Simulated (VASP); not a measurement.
# CuO (P6_3/mmc) in VASP: a series of runs, part 2 of 2

VASP 6.6.1.

## Step 5: Single point, PBE

This run uses another cell than the first one, of 9.70 Å³/atom, 1.064 times its volume.

Input file INCAR:

```
SYSTEM = CuO
ALGO = Normal ; EDIFF = 1E-6
ENCUT = 520 ; GGA = PE
ISIF = 2 ; ISMEAR = -1
LASPH = .True. ; LCHARG = .False.
LREAL = .False. ; LWAVE = .False.
NBANDS = 25 ; NELM = 60
PREC = Accurate ; SIGMA = 0.05
```

Input file KPOINTS:

```
k-points
0
Gamma
  10 10 6
  0 0 0
```

Input file POSCAR:

```
CuO
1.0
    3.1795331000      0.0000000000      0.0000000000
   -1.5897665500      2.7535564400      0.0000000000
    0.0000000000      0.0000000000      4.4314907300
Cu O
2 2
Direct
    0.0000000000      0.0000000000      0.0000000000
    0.0000000000      0.0000000000      0.5000000000
    0.3333333333      0.6666666667      0.2500000000
    0.6666666667      0.3333333333      0.7500000000
```

Potentials or basis: VASP PAW PBE potentials, release 64 (Cu, O).

Command:

```
> cat potpaw_PBE.64/Cu/POTCAR potpaw_PBE.64/O/POTCAR > POTCAR
> mpirun -np 1 vasp_std > vasp.out
```

OUTCAR:

```text
SYSTEM = CuO
   EDIFF = 1E-6
   ENCUT = 520
   GGA = PE
   ISIF = 2
   ISMEAR = -1
   LASPH = .True.
   LREAL = .False.
   NELM = 60
   PREC = Accurate

 ion  position               nearest neighbor table
   1  0.000  0.000  0.000-   3 2.14   4 2.14   4 2.14   3 2.14   4 2.14   3 2.14   2 2.22   2 2.22

   2  0.000  0.000  0.500-   3 2.14   4 2.14   4 2.14   3 2.14   4 2.14   3 2.14   1 2.22   1 2.22

   3  0.333  0.667  0.250-   1 2.14   2 2.14   1 2.14   2 2.14   1 2.14   2 2.14
   4  0.667  0.333  0.750-   1 2.14   2 2.14   1 2.14   2 2.14   1 2.14   2 2.14

  LATTYP: Found a hexagonal cell.
 ALAT       =     3.1795331000
 C/A-ratio  =     1.3937551806

  Lattice vectors:

 A1 = (   3.1795331000,   0.0000000000,   0.0000000000)
 A2 = (  -1.5897665500,   2.7535564400,   0.0000000000)
 A3 = (   0.0000000000,   0.0000000000,   4.4314907300)

Analysis of symmetry for initial positions (statically):
=====================================================================
 Subroutine PRICEL returns:
 Original cell was already a primitive cell.

 Routine SETGRP: Setting up the symmetry group for a
 hexagonal supercell.

 Subroutine GETGRP returns: Found 24 space group operations
 (whereof 12 operations were pure point group operations)
 out of a pool of 24 trial point group operations.

The static configuration has the point symmetry D_3d.
 The point group associated with its full space group is D_6h.

Analysis of symmetry for dynamics (positions and initial velocities):
=====================================================================
 Subroutine PRICEL returns:
 Original cell was already a primitive cell.

 Routine SETGRP: Setting up the symmetry group for a
 hexagonal supercell.

 Subroutine GETGRP returns: Found 24 space group operations
 (whereof 12 operations were pure point group operations)
[... 123 lines left out ...]
   EFERMI_NEDOS =   21; number of points for ismear=-14 and -15
   IALGO  =     38    algorithm
   IMIX   =      4    mixing-type and parameters
     AMIX     =   0.40;   BMIX     =  1.00
     AMIX_MAG =   1.60;   BMIX_MAG =  1.00
  volume/ion in A,a.u.               =       9.70        65.46
  Fermi-wavevector in a.u.,A,eV,Ry     =   1.566626  2.960494 33.393023  2.454318
  Thomas-Fermi vector in A             =   2.668926
   LORBIT       =      0    0 simple, 1 ext, 2 COOP (PROOUT), +10 PAW based schemes
   GGA     = PE    functional components
   LHFCALC =     F    Hartree Fock is set to
   AEXX    =    0.0000 exact exchange contribution
   IVDW    =     0    specifies the selected vdW correction
   LEPSILON=     F    determine dielectric tensor
   LRPA    =     F    only Hartree local field effects (RPA)
 non-spin polarized calculation
  energy-cutoff  :      520.00
  volume of cell :       38.80
 maximum number of plane-waves:      1056
 NGX is ok and might be reduce to    24
   NGX = 11   NGY = 11   NGZ = 17

 number of electron      34.0000021 magnetization

 Free energy of the ion-electron system (eV)
  ---------------------------------------------------
  ext. energy  EPLUGINS =         0.00000000
  ---------------------------------------------------
  free energy    TOTEN  =       -18.13499450 eV

  energy without entropy =      -18.10733472  energy(sigma->0) =      -18.12116461

 E-fermi :   5.7250     XC(G=0): -12.2125

 val. band max:        5.7103880843   @ k =   0.2000   0.2000   0.5000
 cond. band min:       5.7414942471   @ k =   0.3000   0.0000   0.0000
 fundamental gap:      0.0311061628
 Fermi energy:         5.7250090174

 k-point     1 :       0.0000    0.0000    0.0000
  band No.  band energies     occupation
      1     -13.5012      2.00000
      2     -11.9357      2.00000
      3      -0.8128      2.00000
      4       0.3811      2.00000
      5       0.3811      2.00000
      6       1.4640      2.00000
[... 661 lines left out ...]
     24      18.4527      0.00000
     25      19.3822      0.00000

 [... further k-points ...]

------------------------ aborting loop because EDIFF is reached ----------------------------------------

  FORCE on cell =-STRESS in cart. coord.  units (eV):
  Direction    XX          YY          ZZ          XY          YZ          ZX
  --------------------------------------------------------------------------------------
  -------------------------------------------------------------------------------------
  Total       -2.2147317     -2.2147317      9.2102933     -0.0000000      0.0000000      0.0000000
  in kB      -91.4585956    -91.4585958    380.3442585     -0.0000000      0.0000000      0.0000000
  external PRESSURE =      65.8090223 kB  Pullay stress =       0.0000000 kB

 VOLUME and BASIS-vectors are now :
 -----------------------------------------------------------------------------
  energy-cutoff  :      520.00
  volume of cell :       38.80
      direct lattice vectors                 reciprocal lattice vectors
     3.179533100  0.000000000  0.000000000     0.314511587  0.181583349  0.000000000
    -1.589766550  2.753556440  0.000000000     0.000000000  0.363166698  0.000000000
     0.000000000  0.000000000  4.431490730     0.000000000  0.000000000  0.225657699

 POSITION                                       TOTAL-FORCE (eV/Angst)
 -----------------------------------------------------------------------------------
      0.00000      0.00000      0.00000         0.000000      0.000000      0.000000
      0.00000      0.00000      2.21575         0.000000      0.000000      0.000000
     -0.00000      1.83570      1.10787         0.000000      0.000000     -0.000000
      1.58977      0.91785      3.32362        -0.000000      0.000000      0.000000
 -----------------------------------------------------------------------------------
    total drift:                               -0.000000      0.000000      0.000000

  FREE ENERGIE OF THE ION-ELECTRON SYSTEM (eV)
  ---------------------------------------------------
  free  energy   TOTEN  =       -18.1349944998 eV

  energy  without entropy=      -18.1073347164  energy(sigma->0) =      -18.12116461
```

OSZICAR:

```text
N       E                     dE             d eps       ncg     rms          rms(c)
DAV:   1     0.278279998862E+03    0.27828E+03   -0.16684E+04  3105   0.219E+03
DAV:   2     0.942261375390E+01   -0.26886E+03   -0.24966E+03  2838   0.395E+02
DAV:   3    -0.226043937607E+02   -0.32027E+02   -0.29819E+02  3392   0.147E+02
DAV:   4    -0.237550445688E+02   -0.11507E+01   -0.11389E+01  3470   0.305E+01
DAV:   5    -0.237721685650E+02   -0.17124E-01   -0.17116E-01  3574   0.339E+00    0.162E+01
DAV:   6    -0.218948414524E+02    0.18773E+01   -0.32513E+01  3995   0.144E+02    0.140E+01
DAV:   7    -0.180832106116E+02    0.38116E+01   -0.96459E+00  3378   0.112E+02    0.248E+00
DAV:   8    -0.181849026360E+02   -0.10169E+00   -0.13800E+00  2973   0.844E+00    0.180E+00
DAV:   9    -0.181412675916E+02    0.43635E-01   -0.43780E-02  4724   0.689E+00    0.811E-01
DAV:  10    -0.181359617858E+02    0.53058E-02   -0.13826E-02  4385   0.192E+00    0.446E-01
DAV:  11    -0.181349264792E+02    0.10353E-02   -0.63219E-03  3548   0.689E-01    0.127E-01
DAV:  12    -0.181349428496E+02   -0.16370E-04   -0.30929E-04  4386   0.321E-01    0.663E-02
DAV:  13    -0.181349926778E+02   -0.49828E-04   -0.98109E-05  3854   0.195E-01    0.968E-03
DAV:  14    -0.181349950440E+02   -0.23662E-05   -0.19704E-05  4371   0.530E-02    0.748E-03
DAV:  15    -0.181349944998E+02    0.54419E-06   -0.82294E-07  2077   0.282E-02
   1 F= -.18134994E+02 E0= -.18121165E+02  d E =-.276598E-01
```

stdout:

```text
POSCAR found type information on POSCAR CuO
 POSCAR found :  2 types and       4 ions
 scaLAPACK will be used
 LDA part: xc-table for (Slater+PW92), standard interpolation
 POSCAR, INCAR and KPOINTS ok, starting setup
 FFT: planning ... GRIDC
 FFT: planning ... GRID_SOFT
 FFT: planning ... GRID
 WAVECAR not read
 entering main loop
```

Run time: 19 s. Hardware: 1 thread of Intel Xeon 6975P-C (Granite Rapids), shared host; peak memory 0.18 GiB.

Results:

* Free energy: -18.1350 eV
* Pressure: 6.6 GPa
* Band gap on the k mesh: zero (band 17 reaches 6.32 eV, above the bottom of band 18 at 5.18 eV)

Caveat: semilocal functionals often make such compounds metallic where correlation or magnetic order opens a gap, which also shifts bond lengths.

## Step 6: Single point, PBE

This run uses another cell than the first one, of 9.89 Å³/atom, 1.085 times its volume.

Input file INCAR:

```
SYSTEM = CuO
ALGO     = Normal         ! electronic algorithm
EDIFF    = 1E-6           ! SCF threshold, eV
ENCUT    = 520            ! plane-wave cutoff, eV
GGA      = PE             ! functional
ISIF     = 2              ! what is computed and relaxed
ISMEAR   = -1             ! smearing method
LASPH    = .True.         ! aspherical terms in the spheres
LCHARG   = .False.        ! write CHGCAR
LREAL    = .False.        ! projectors in reciprocal space
LWAVE    = .False.        ! write WAVECAR
NBANDS   = 25             ! bands
NELM     = 80             ! most SCF steps
PREC     = Accurate       ! precision mode
SIGMA    = 0.05           ! smearing width, eV
```

KPOINTS is that of step 5.

Input file POSCAR:

```
CuO
1.0
    3.2005902243      0.0000000000      0.0000000000
   -1.6002951121      2.7717924446      0.0000000000
    0.0000000000      0.0000000000      4.4608392060
Cu O
2 2
Direct
    0.0000000000      0.0000000000      0.0000000000
    0.0000000000      0.0000000000      0.5000000000
    0.3333333333      0.6666666667      0.2500000000
    0.6666666667      0.3333333333      0.7500000000
```

Potentials or basis: VASP PAW PBE potentials, release 64 (Cu, O).

Command:

```
> cat potpaw_PBE.64/Cu/POTCAR potpaw_PBE.64/O/POTCAR > POTCAR
> mpirun -np 1 vasp_std > vasp.out
```

Run time: 19 s. Hardware: 1 thread of Intel Xeon 6975P-C (Granite Rapids), shared host; peak memory 0.18 GiB.

Results (log left out):

* Free energy: -18.1587 eV
* Pressure: 2.9 GPa
* Band gap on the k mesh: zero (band 17 reaches 6.03 eV, above the bottom of band 18 at 4.93 eV)

Stress tensor (GPa, compression positive):
```
-12.07   0.00   0.00
  0.00 -12.07   0.00
  0.00   0.00  32.78
```

Levels at points of the mesh, in eV from the Fermi level:
| k point | band 13 | band 14 | band 15 | band 16 | band 17 | band 18 | band 19 | band 20 | band 21 | band 22 |
| --- | --- | --- | --- | --- | --- | --- | --- | --- | --- | --- |
| (0.00, 0.00, 0.00) | -1.52 | -1.43 | -1.43 | -0.14 | 0.58 | 0.58 | 1.34 | 5.06 | 11.22 | 12.15 |
| (0.50, 0.00, 0.00) | -1.79 | -1.63 | -1.45 | -1.21 | 0.34 | 0.47 | 6.63 | 6.64 | 9.60 | 9.76 |
| (0.00, 0.00, 0.50) | -2.27 | -2.27 | -0.14 | -0.14 | -0.14 | -0.14 | 4.09 | 4.09 | 13.77 | 13.77 |
| (0.50, 0.00, 0.50) | -1.84 | -1.84 | -0.54 | -0.54 | -0.53 | -0.53 | 5.83 | 5.83 | 10.10 | 10.10 |

Caveat: semilocal functionals often make such compounds metallic where correlation or magnetic order opens a gap, which also shifts bond lengths. With open d or f shells a metallic result of PBE can be an artefact of self-interaction; +U or a hybrid may open a gap.

## Step 7: Overview

| cell | gap on the mesh (eV) | pressure (GPa) |
| --- | --- | --- |
| a = 3.115, b = 3.115, c = 4.341 Å, angles 90.0, 90.0, 120.0°, 4 atoms | none | 20.5 |
| a = 3.137, b = 3.137, c = 4.372 Å, angles 90.0, 90.0, 120.0°, 4 atoms | none | 15.2 |
| a = 3.158, b = 3.158, c = 4.402 Å, angles 90.0, 90.0, 120.0°, 4 atoms | none | 10.7 |
| a = 3.180, b = 3.180, c = 4.431 Å, angles 90.0, 90.0, 120.0°, 4 atoms | none | 6.6 |
| a = 3.201, b = 3.201, c = 4.461 Å, angles 90.0, 90.0, 120.0°, 4 atoms | none | 2.9 |

Alike in all rows: task single point; level PBE; potentials or basis VASP PAW PBE potentials, release 64 (Cu, O); no spin polarisation; k mesh 10 × 10 × 6; cutoff (eV) 520; smearing fermi-dirac 0.05 eV.

Caveats: semilocal functionals often make such compounds metallic where correlation or magnetic order opens a gap, which also shifts bond lengths.

Total energies depend on the potentials used, so only differences within one code and one set of settings carry meaning.
